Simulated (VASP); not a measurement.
# Cd3Te2Se (I-4m2) in VASP: a series of runs

Runs on Cd3Te2Se. Level: PBE. Tasks: single point, relaxation of cell and atoms.

Everything below comes from runs of VASP 6.6.1. Logs are shortened: lines on timing, memory, paths and dates and some standing lists are left out, and cuts for length are marked.

**1. The cell of the first run**

It takes space group I-4m2 (No. 119, tetragonal). The conventional cell has a = 4.306 Å, b = 4.306 Å, c = 18.270 Å, α = 90.00°, β = 90.00°, γ = 90.00°. Cd (site symmetry 2mm) has 2 Se at 2.64 Å and 2 Te at 2.64 Å within 3.5 Å. Cd (site symmetry -4m2) has 4 Te at 2.64 Å within 3.5 Å. Within 3.5 Å of Te (site symmetry 2mm) lie 4 Cd at 2.64 Å. Within 3.5 Å of Se (site symmetry -4m2) lie 4 Cd at 2.64 Å.

**2. Single point, PBE**

INCAR

```
PREC = Accurate
ENCUT = 520
EDIFF = 1E-7
ISMEAR = 0
SIGMA = 0.1
LREAL = False
LASPH = True
NELM = 80
ALGO = Normal
ISIF = 2
LWAVE = False
LCHARG = True
GGA = PE
LELF = True
LVHAR = True
NBANDS = 36
```

KPOINTS

```
Automatic mesh
0
Gamma
  6 6 6
```

POSCAR

```
Cd3Te2Se
1.0
   -2.1530862800      2.1530862800      9.1347714500
    2.1530862800     -2.1530862800      9.1347714500
    2.1530862800      2.1530862800     -9.1347714500
Cd Te Se
3 2 1
Direct
    0.8333333300      0.8333333300      0.0000000000
    0.5000000000      0.5000000000      0.0000000000
    0.1666666700      0.1666666700      0.0000000000
    0.4166666700      0.9166666700      0.5000000000
    0.0833333300      0.5833333300      0.5000000000
    0.7500000000      0.2500000000      0.5000000000
```

Potentials or basis: VASP PAW PBE potentials, release 64 (Cd, Te, Se).

The run is started by

```sh
> cat potpaw_PBE.64/Cd/POTCAR potpaw_PBE.64/Te/POTCAR potpaw_PBE.64/Se/POTCAR > POTCAR
> mpirun -np 1 vasp_std > vasp.out
```

OUTCAR:

```text
PREC = Accurate
   ENCUT = 520
   EDIFF = 1E-7
   ISMEAR = 0
   LREAL = False
   LASPH = True
   NELM = 80
   ISIF = 2
   GGA = PE

 ion  position               nearest neighbor table
   1  0.833  0.833  0.000-   6 2.64   6 2.64   4 2.64   4 2.64
   2  0.500  0.500  0.000-   5 2.64   4 2.64   5 2.64   4 2.64
   3  0.167  0.167  0.000-   6 2.64   6 2.64   5 2.64   5 2.64
   4  0.417  0.917  0.500-   2 2.64   2 2.64   1 2.64   1 2.64
   5  0.083  0.583  0.500-   2 2.64   2 2.64   3 2.64   3 2.64
   6  0.750  0.250  0.500-   1 2.64   3 2.64   1 2.64   3 2.64

  LATTYP: Found a body centered tetragonal cell.
 ALAT       =     4.3061725600
 C/A-ratio  =     4.2426406851

  Lattice vectors:

 A1 = (  -2.1530862800,   2.1530862800,   9.1347714500)
 A2 = (   2.1530862800,  -2.1530862800,   9.1347714500)
 A3 = (   2.1530862800,   2.1530862800,  -9.1347714500)

Analysis of symmetry for initial positions (statically):
=====================================================================
 Subroutine PRICEL returns:
 Original cell was already a primitive cell.

 Routine SETGRP: Setting up the symmetry group for a
 body centered tetragonal supercell.

 Subroutine GETGRP returns: Found  8 space group operations
 (whereof  8 operations were pure point group operations)
 out of a pool of 16 trial point group operations.

The static configuration has the point symmetry D_2d.

Analysis of symmetry for dynamics (positions and initial velocities):
=====================================================================
 Subroutine PRICEL returns:
 Original cell was already a primitive cell.

 Routine SETGRP: Setting up the symmetry group for a
 body centered tetragonal supercell.

 Subroutine GETGRP returns: Found  8 space group operations
 (whereof  8 operations were pure point group operations)
 out of a pool of 16 trial point group operations.

The dynamic configuration has the point symmetry D_2d.

 Subroutine INISYM returns: Found  8 space group operations
 (whereof  8 operations are pure point group operations),
 and found     1 'primitive' translations

----------------------------------------------------------------------------------------

                                     Primitive cell

  volume of cell :     169.3872

  direct lattice vectors                    reciprocal lattice vectors
    -2.153086280  2.153086280  9.134771450     0.000000000  0.232224786  0.054735907
     2.153086280 -2.153086280  9.134771450     0.232224786  0.000000000  0.054735907
     2.153086280  2.153086280 -9.134771450     0.232224786  0.232224786  0.000000000

  length of vectors
     9.628894563  9.628894563  9.628894563     0.238588287  0.238588287  0.328415441

  position of ions in fractional coordinates (direct lattice)
     0.833333330  0.833333330  0.000000000
     0.500000000  0.500000000  0.000000000
     0.166666670  0.166666670  0.000000000
     0.416666670  0.916666670  0.500000000
     0.083333330  0.583333330  0.500000000
     0.750000000  0.250000000  0.500000000

  ion indices of the primitive-cell ions
   primitive index   ion index
                 1           1
                 2           2
                 3           3
                 4           4
                 5           5
                 6           6

----------------------------------------------------------------------------------------

 KPOINTS: Automatic mesh

Automatic generation of k-mesh.
 Grid dimensions read from file:
 generate k-points for:    6    6    6

 Generating k-lattice:

  Cartesian coordinates                     Fractional coordinates (reciprocal lattice)
     0.000000000  0.038704131  0.009122651     0.166666667  0.000000000  0.000000000
     0.038704131  0.000000000  0.009122651     0.000000000  0.166666667  0.000000000
     0.038704131  0.038704131  0.000000000     0.000000000  0.000000000  0.166666667

  Length of vectors
     0.039764714  0.039764714  0.054735907

  Shift w.r.t. Gamma in fractional coordinates (k-lattice)
     0.000000000  0.000000000  0.000000000

 Subroutine IBZKPT returns following result:
 ===========================================

 Found     30 irreducible k-points:

 Following reciprocal coordinates:
            Coordinates               Weight
  0.000000  0.000000  0.000000      1.000000
  0.166667  0.000000  0.000000      8.000000
  0.333333  0.000000 -0.000000      8.000000
  0.500000  0.000000 -0.000000      4.000000
  0.166667  0.166667  0.000000      8.000000
  0.333333  0.166667  0.000000     16.000000
[... 16 lines left out ...]
 -0.333333 -0.333333  0.166667      8.000000
 -0.166667 -0.333333  0.166667      8.000000
 [... further k-points ...]
   k-points           NKPTS =     30   k-points in BZ     NKDIM =     30   number of bands    NBANDS=     36
   number of dos      NEDOS =    301   number of ions     NIONS =      6
   total plane-waves  NPLWV = 373248
   dimension x,y,z NGX =    72 NGY =   72 NGZ =   72
[... 29 lines left out ...]
   ISMEAR =     0;   SIGMA  =   0.10  broadening in eV -4-tet -1-fermi 0-gaus
   EFERMI_NEDOS =   21; number of points for ismear=-14 and -15
   IALGO  =     38    algorithm
   IMIX   =      4    mixing-type and parameters
     AMIX     =   0.40;   BMIX     =  1.00
     AMIX_MAG =   1.60;   BMIX_MAG =  1.00
  volume/ion in A,a.u.               =      28.23       190.51
  Fermi-wavevector in a.u.,A,eV,Ry     =   1.118354  2.113382 17.017015  1.250715
  Thomas-Fermi vector in A             =   2.254984
   LORBIT       =      0    0 simple, 1 ext, 2 COOP (PROOUT), +10 PAW based schemes
   GGA     = PE    functional components
   LHFCALC =     F    Hartree Fock is set to
   AEXX    =    0.0000 exact exchange contribution
   IVDW    =     0    specifies the selected vdW correction
   LEPSILON=     F    determine dielectric tensor
   LRPA    =     F    only Hartree local field effects (RPA)
 non-spin polarized calculation
 Gauss-broadening in eV      SIGMA  =   0.10
  energy-cutoff  :      520.00
  volume of cell :      169.39
 maximum number of plane-waves:      4604
   NGX = 35   NGY = 35   NGZ = 35

 number of electron      53.9999992 magnetization

 Free energy of the ion-electron system (eV)
  ---------------------------------------------------
  ext. energy  EPLUGINS =         0.00000000
  ---------------------------------------------------
  free energy    TOTEN  =       -13.83945040 eV

  energy without entropy =      -13.83945040  energy(sigma->0) =      -13.83945040

 E-fermi :   3.5676     XC(G=0):  -9.2532

 val. band max:        3.1563840495   @ k =   0.0000   0.0000   0.0000
 cond. band min:       4.2021333623   @ k =   0.0000   0.0000   0.0000
 fundamental gap:      1.0457493129
 Fermi energy:         3.5676167951

 k-point     1 :       0.0000    0.0000    0.0000
  band No.  band energies     occupation
      1      -9.6356      2.00000
      2      -8.8173      2.00000
      3      -8.4833      2.00000
      4      -5.7139      2.00000
      5      -5.7139      2.00000
      6      -5.6556      2.00000
[... 28 lines left out ...]
     35       8.1044      0.00000
     36      10.9234      0.00000

 k-point     2 :       0.1667    0.0000    0.0000
  band No.  band energies     occupation
      1      -9.5866      2.00000
      2      -8.7614      2.00000
      3      -8.4596      2.00000
      4      -5.7053      2.00000
      5      -5.6887      2.00000
      6      -5.6245      2.00000
[... 28 lines left out ...]
     35       8.5829      0.00000
     36       9.4181      0.00000

 k-point     3 :       0.3333    0.0000   -0.0000
  band No.  band energies     occupation
      1      -9.4922      2.00000
      2      -8.6194      2.00000
      3      -8.4338      2.00000
      4      -5.6888      2.00000
      5      -5.6521      2.00000
      6      -5.5544      2.00000
[... 28 lines left out ...]
     35       9.0619      0.00000
     36       9.1669      0.00000
[... 742 lines left out ...]
 k-point    23 :      -0.3333   -0.3333    0.1667
  band No.  band energies     occupation
      1      -9.5376      2.00000
      2      -8.7218      2.00000
      3      -8.4225      2.00000
      4      -5.6931      2.00000
      5      -5.6599      2.00000
      6      -5.5889      2.00000
[... 28 lines left out ...]
     35       8.8094      0.00000
     36       8.9858      0.00000

 k-point    24 :      -0.1667   -0.3333    0.1667
  band No.  band energies     occupation
      1      -9.5809      2.00000
      2      -8.7808      2.00000
      3      -8.4476      2.00000
      4      -5.7041      2.00000
      5      -5.6889      2.00000
      6      -5.6178      2.00000
[... 28 lines left out ...]
     35       8.4574      0.00000
     36       9.1819      0.00000

 [... further k-points ...]

------------------------ aborting loop because EDIFF is reached ----------------------------------------

  FORCE on cell =-STRESS in cart. coord.  units (eV):
  Direction    XX          YY          ZZ          XY          YZ          ZX
  --------------------------------------------------------------------------------------
  -------------------------------------------------------------------------------------
  Total       12.4588421     12.4588421     12.2183086      0.0000000      0.0000000     -0.0000000
  in kB      117.8440661    117.8440661    115.5689391      0.0000000      0.0000000     -0.0000000
  external PRESSURE =     117.0856905 kB  Pullay stress =       0.0000000 kB

 VOLUME and BASIS-vectors are now :
 -----------------------------------------------------------------------------
  energy-cutoff  :      520.00
  volume of cell :      169.39
      direct lattice vectors                 reciprocal lattice vectors
    -2.153086280  2.153086280  9.134771450     0.000000000  0.232224786  0.054735907
     2.153086280 -2.153086280  9.134771450     0.232224786  0.000000000  0.054735907
     2.153086280  2.153086280 -9.134771450     0.232224786  0.232224786  0.000000000

 POSITION                                       TOTAL-FORCE (eV/Angst)
 -----------------------------------------------------------------------------------
      0.00000      0.00000     15.22462        -0.000000      0.000000     -1.122253
      0.00000      0.00000      9.13477         0.000000     -0.000000      0.000000
      0.00000      0.00000      3.04492        -0.000000      0.000000      1.122253
      2.15309      0.00000      7.61231         0.000000     -0.000000     -0.196876
      2.15309      0.00000      1.52246         0.000000     -0.000000      0.196876
      0.00000      2.15309      4.56739         0.000000     -0.000000      0.000000
 -----------------------------------------------------------------------------------
    total drift:                               -0.000001      0.000001     -0.000000

  FREE ENERGIE OF THE ION-ELECTRON SYSTEM (eV)
  ---------------------------------------------------
  free  energy   TOTEN  =       -13.8394504040 eV

  energy  without entropy=      -13.8394504040  energy(sigma->0) =      -13.83945040
```

Wall time 8.7 min (1 thread of Intel Xeon 6975P-C (Granite Rapids), shared host); peak memory 0.79 GiB.

What came out:

```
Free energy            : -13.8395 eV
Pressure               : 11.7 GPa
Largest force          : 1.122 eV/Å
Band gap on the k mesh : 1.05 eV
```

Forces in eV/Å, atoms in the order of the input:
```
Cd   0.000  0.000 -1.122
Cd   0.000  0.000  0.000
Cd   0.000  0.000  1.122
Te   0.000  0.000 -0.197
Te   0.000  0.000  0.197
Se   0.000  0.000  0.000
```

Stress tensor (GPa, compression positive):
```
11.78  0.00  0.00
 0.00 11.78  0.00
 0.00  0.00 11.56
```

Caveat: the cell stands under pressure; spin-orbit coupling is left out, which moves the levels of the heavy elements; forces of over 1 eV/Å act on the atoms, so gaps and moduli don't describe the material at rest.

**3. Single point, PBE**

This run uses another cell than the first one, of 33.95 Å³/atom.

INCAR

```
SYSTEM = Cd3Te2Se
ALGO     = Normal         ! electronic algorithm
EDIFF    = 1E-6           ! SCF threshold, eV
ENCUT    = 520            ! plane-wave cutoff, eV
GGA      = PE             ! functional
ISIF     = 2              ! what is computed and relaxed
ISMEAR   = 0              ! smearing method
LASPH    = .TRUE.         ! aspherical terms in the spheres
LCHARG   = .TRUE.         ! write CHGCAR
LELF     = .TRUE.         ! ELF
LREAL    = .FALSE.        ! projectors in reciprocal space
LVHAR    = .TRUE.       
LWAVE    = .FALSE.        ! write WAVECAR
NBANDS   = 36             ! bands
NELM     = 60             ! most SCF steps
PREC     = Accurate       ! precision mode
SIGMA    = 0.1            ! smearing width, eV
```

KPOINTS

```
k-points
0
G
  6 6 6
  0 0 0
```

POSCAR

```
Cd3Te2Se
1.0
   -2.2918492934      2.2918492934      9.6949644971
    2.2918492934     -2.2918492934      9.6949644971
    2.2918492934      2.2918492934     -9.6949644971
Cd Te Se
3 2 1
Direct
    0.8255767844      0.8255767844      0.0000000000
    0.5000000000      0.5000000000      0.0000000000
    0.1744232156      0.1744232156      0.0000000000
    0.4126646328      0.9126646328      0.5000000000
    0.0873353672      0.5873353672      0.5000000000
    0.7500000000      0.2500000000      0.5000000000
```

Potentials or basis: VASP PAW PBE potentials, release 64 (Cd, Te, Se).

The run is started by

```sh
> cat potpaw_PBE.64/Cd/POTCAR potpaw_PBE.64/Te/POTCAR potpaw_PBE.64/Se/POTCAR > POTCAR
> mpirun -np 1 vasp_std > vasp.out
```

Run time: 12 min. Hardware: 1 thread of Intel Xeon 6975P-C (Granite Rapids), shared host; peak memory 1 GiB.

Results (log left out):

```
Free energy            : -15.0573 eV
Pressure               : 0.2 GPa
Largest force          : 0.009 eV/Å
Band gap on the k mesh : 0.45 eV
```

Forces on the atoms (eV/Å):
```
Cd   0.000  0.000  0.009
Cd   0.000  0.000  0.000
Cd   0.000  0.000 -0.009
Te   0.000  0.000  0.005
Te   0.000  0.000 -0.005
Se   0.000  0.000  0.000
```

Levels at points of the mesh, in eV from the valence-band top:
| k point | band 25 | band 26 | band 27 | band 28 | band 29 | band 30 |
| --- | --- | --- | --- | --- | --- | --- |
| (0.00, 0.00, 0.00) | -0.07 | 0.00 | 0.00 | 0.45 | 2.93 | 3.08 |
| (0.50, 0.00, 0.00) | -0.74 | -0.53 | -0.51 | 1.79 | 2.76 | 2.95 |
| (0.50, 0.50, 0.00) | -1.89 | -1.70 | -1.66 | 2.82 | 2.91 | 3.61 |
| (0.50, 0.50, 0.50) | -0.69 | -0.36 | -0.36 | 2.14 | 2.29 | 2.92 |

Caveat: semilocal functionals underestimate gaps, and a narrow one can read as zero; spin-orbit coupling is left out, which moves the levels of the heavy elements.

**4. Relaxation of cell and atoms, PBE**

INCAR

```
PREC = Accurate
ENCUT = 600
EDIFF = 1E-6
ISMEAR = 0
SIGMA = 0.1
LREAL = F
LASPH = T
NELM = 60
ALGO = Normal
ISIF = 3
LWAVE = F
LCHARG = F
GGA = PE
IBRION = 2
NSW = 90
EDIFFG = -0.04
```

KPOINTS

```
Automatic mesh
0
Gamma
  6 6 6
```

POSCAR

```
Cd3Te2Se
1.0
   -2.1530862800      2.1530862800      9.1347714500
    2.1530862800     -2.1530862800      9.1347714500
    2.1530862800      2.1530862800     -9.1347714500
Cd Te Se
3 2 1
Direct
    0.8333333300      0.8333333300      0.0000000000
    0.5000000000      0.5000000000      0.0000000000
    0.1666666700      0.1666666700      0.0000000000
    0.4166666700      0.9166666700      0.5000000000
    0.0833333300      0.5833333300      0.5000000000
    0.7500000000      0.2500000000      0.5000000000
```

The run is started by

```sh
> cat potpaw_PBE.64/Cd/POTCAR potpaw_PBE.64/Te/POTCAR potpaw_PBE.64/Se/POTCAR > POTCAR
> mpirun -np 1 vasp_std > vasp.out
```

It took 54 min on 1 thread of Intel Xeon 6975P-C (Granite Rapids), shared host; peak memory 1.2 GiB.

Results (log left out):

| Property | Result |
| --- | --- |
| Free energy | -15.0508 eV |
| Relaxed volume | 34.22 Å³/atom |
| Relaxed cell | a = 10.242 Å, b = 10.242 Å, c = 10.242 Å, α = 154.06°, β = 154.06°, γ = 37.01° |
| Space group after relaxing (to 0.1 Å) | I-4m2 (No. 119) |
| Energy gained by relaxing | 202.0 meV/atom |
| Ionic steps | 9 |
| Pressure after relaxing | -0.1 GPa |
| Largest force after relaxing | 0.016 eV/Å |
| Band gap on the k mesh | 0.43 eV |

Forces on the atoms (eV/Å):
```
Cd   0.000  0.000  0.016
Cd   0.000  0.000  0.000
Cd   0.000  0.000 -0.016
Te   0.000  0.000 -0.014
Te   0.000  0.000  0.014
Se   0.000  0.000  0.000
```

Step by step:
```
step  energy change (eV)  largest force (eV/Å)  pressure (GPa)  volume (Å³)
   1              0.0000                1.1226           11.66       169.39
   2             -0.9814                0.2645           -2.77       224.92
   3             -1.1513                0.4473           -0.07       205.85
   4             -1.1514                0.4384           -0.18       206.62
   5             -1.1707                0.3432           -0.16       206.16
   6             -1.2041                0.1847            0.00       204.78
   7             -1.2070                0.1876            0.09       204.22
   8             -1.2116                0.0636           -0.06       204.99
   9             -1.2119                0.0162           -0.12       205.30
```

Final structure:
```
Cd Te Se
1.0
    -2.29880    2.29880    9.71239
     2.29880   -2.29880    9.71239
     2.29880    2.29880   -9.71239
Cd Te Se
3 2 1
Direct
  0.82561 0.82561 0.00000
  0.50000 0.50000 0.00000
  0.17439 0.17439 0.00000
  0.41281 0.91281 0.50000
  0.08719 0.58719 0.50000
  0.75000 0.25000 0.50000
```

Levels at points of the mesh, in eV from the valence-band top:
```tsv
k point	band 24	band 25	band 26	band 27	band 28	band 29	band 30	band 31
(0.00, 0.00, 0.00)	-1.14	-0.06	0.00	0.00	0.43	2.92	3.08	3.19
(0.50, 0.00, 0.00)	-1.19	-0.72	-0.52	-0.50	1.79	2.74	2.93	4.91
(0.50, 0.50, 0.00)	-1.98	-1.87	-1.68	-1.63	2.84	2.91	3.60	3.89
(0.50, 0.50, 0.50)	-0.69	-0.69	-0.35	-0.35	2.12	2.27	2.91	2.93
```

Caveat: the volume moved by over 15 % at a fixed basis, so the end points are rough; semilocal functionals underestimate gaps, and a narrow one can read as zero; spin-orbit coupling is left out, which moves the levels of the heavy elements. A k mesh can miss the band edges.

**5. Summary**

```csv
task,cell,cutoff (eV),gap on the mesh (eV),pressure (GPa),largest force (eV/Å)
single point,"a = 9.629 Å, angles 154.2, 154.2, 36.9°, 6 atoms, atomic positions A",520,1.05,11.7,1.12
single point,"a = 10.222 Å, angles 154.1, 154.1, 37.0°, 6 atoms, atomic positions B",520,0.45,0.2,0.01
relaxation of cell and atoms,"relaxed from a = 9.629 Å, angles 154.2, 154.2, 36.9°, 6 atoms, atomic positions A",600,0.43,-0.1,0.02
```

Alike in all rows: level PBE; potentials or basis VASP PAW PBE potentials, release 64 (Cd, Te, Se); no spin polarisation; k mesh 6 × 6 × 6; smearing gaussian 0.1 eV.

Caveats: spin-orbit coupling is left out, which moves the levels of the heavy elements; semilocal functionals underestimate gaps, and a narrow one can read as zero (at least some runs); the cell stands under pressure (at least some runs); forces of over 1 eV/Å act on the atoms, so gaps and moduli don't describe the material at rest (at least some runs); the volume moved by over 15 % at a fixed basis, so the end points are rough (at least some runs).

Total energies depend on the potentials used, so only differences within one code and one set of settings carry meaning.
